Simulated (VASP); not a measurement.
Set up this calculation in VASP 6.6.1, as the native input.

- Task: single point
- Functional: PBEsol
- Potentials or basis: VASP PAW PBE potentials, release 64 (Zn, O)
- Cutoff: 520 eV
- k mesh: 8 × 5 × 1
- Occupations: gaussian, width 0.05 eV
- Spin: no spin polarisation
- Dipole correction: yes
- Further INCAR settings: LREAL = Auto; ALGO = Normal; EDIFF = 1e-06; NBANDS = 106

The structure of ZnO (zincite) lies in POSCAR:

```
ZnO
1.0
    3.2300572044      0.0000000000      0.0000000000
    0.0000000000      5.2141142718      0.0000000000
    0.0000000000      0.0000000000     27.1216835768
Zn O
10 10
Direct
    0.0000000000      0.4644850634      0.2899646289
    0.5000000000      1.0025456668      0.3067429366
    0.5000000000      0.5012859534      0.3823920793
    0.0000000000      1.0077388327      0.4127486235
    0.0000000000      0.5052996845      0.4838890012
    0.5000000000      1.0052996832      0.5161110010
    0.5000000000      0.5077388228      0.5872513794
    0.0000000000      1.0012859464      0.6176079203
    0.0000000000      0.5025456505      0.6932570598
    0.5000000000      0.9644850215      0.7100353668
    0.0000000000      0.1182918407      0.2766029933
    0.5000000000      0.6254211344      0.3117333588
    0.5000000000      0.1253518478      0.3788196172
    0.0000000000      0.6277372402      0.4148461776
    0.0000000000      0.1267928124      0.4821798784
    0.5000000000      0.6267928057      0.5178201244
    0.5000000000      0.1277372307      0.5851538228
    0.0000000000      0.6253518360      0.6211803874
    0.0000000000      0.1254211157      0.6882666376
    0.5000000000      0.6182918111      0.7233970057
```

The input as run:

INCAR

```
ALGO = Normal
DIPOL = 0.5 0.5 0.500
EDIFF = 1E-6
ENCUT = 520
GGA = PS
IDIPOL = 3
ISIF = 2
ISMEAR = 0
LASPH = T
LCHARG = F
LDIPOL = T
LREAL = Auto
LWAVE = F
NBANDS = 106
NELM = 100
PREC = Accurate
SIGMA = 0.05
```

KPOINTS

```
k-points
0
Gamma
  8 5 1
```

Potentials or basis: VASP PAW PBE potentials, release 64 (Zn, O).

Command:

```bash
$ cat potpaw_PBE.64/Zn/POTCAR potpaw_PBE.64/O/POTCAR > POTCAR
$ mpirun -np 1 vasp_std > vasp.out
```

Results of the run:

```json
{
  "Largest force": "0.102 eV/Å",
  "Band gap on the k mesh": "0.78 eV, direct"
}
```

Caveat: the PAW data sets were made with another functional, which shifts forces and pressure a little.

Run time: 14 min on 1 thread of Intel(R) Xeon(R) 6975P-C (Granite Rapids), with other jobs on the host, peak memory 0.73 GiB.
